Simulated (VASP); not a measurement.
A run of VASP 6.6.1 is set up as follows.

File INCAR:

```
  ALGO = Normal
  EDIFF = 1E-6
  EDIFFG = -0.01
  ENCUT = 600
  GGA = PE
  IBRION = 2
  ISIF = 3
  ISMEAR = 0
  LASPH = True
  LCHARG = False
  LREAL = False
  LWAVE = False
  NELM = 100
  NSW = 100
  PREC = Accurate
  SIGMA = 0.1
```

Contents of KPOINTS:

```
k-points
0
Gamma
  12 12 6
```

The input POSCAR:

```
NbC2
1.0
    2.9772601336      0.0000000000      0.0000000000
    0.0000000000      2.9772601336      0.0000000000
    0.0000000000      0.0000000000      6.5520438202
Nb C
2 4
Direct
    0.0000000000      0.5000000000      0.7314287474
    0.5000000000      0.0000000000      0.2685712526
    0.0000000000      0.0000000000      0.0000000000
    0.5000000000      0.5000000000      0.0000000000
    0.0000000000      0.5000000000      0.3718968791
    0.5000000000      0.0000000000      0.6281031209
```

Potentials or basis: VASP PAW PBE potentials, release 64 (Nb_sv, C).

Run with:

```sh
$ cat potpaw_PBE.64/Nb_sv/POTCAR potpaw_PBE.64/C/POTCAR > POTCAR
$ mpirun -np 1 vasp_std > vasp.out
```

Question: Estimate the band gap on the k mesh.

Answer: Zero (bands 21 and 22 overlap by 2.21 eV).

Question: Predict the relaxed volume.

Answer: 9.66 Å³/atom.

Question: Estimate the space group after relaxing (to 0.1 Å).

Answer: P4/nmm (No. 129).

Forces in eV/Å, atoms in the order of the input:
```
Nb   0.000  0.000  0.003
Nb   0.000  0.000 -0.003
C    0.000  0.000  0.000
C    0.000  0.000  0.000
C    0.000  0.000 -0.007
C    0.000  0.000  0.007
```
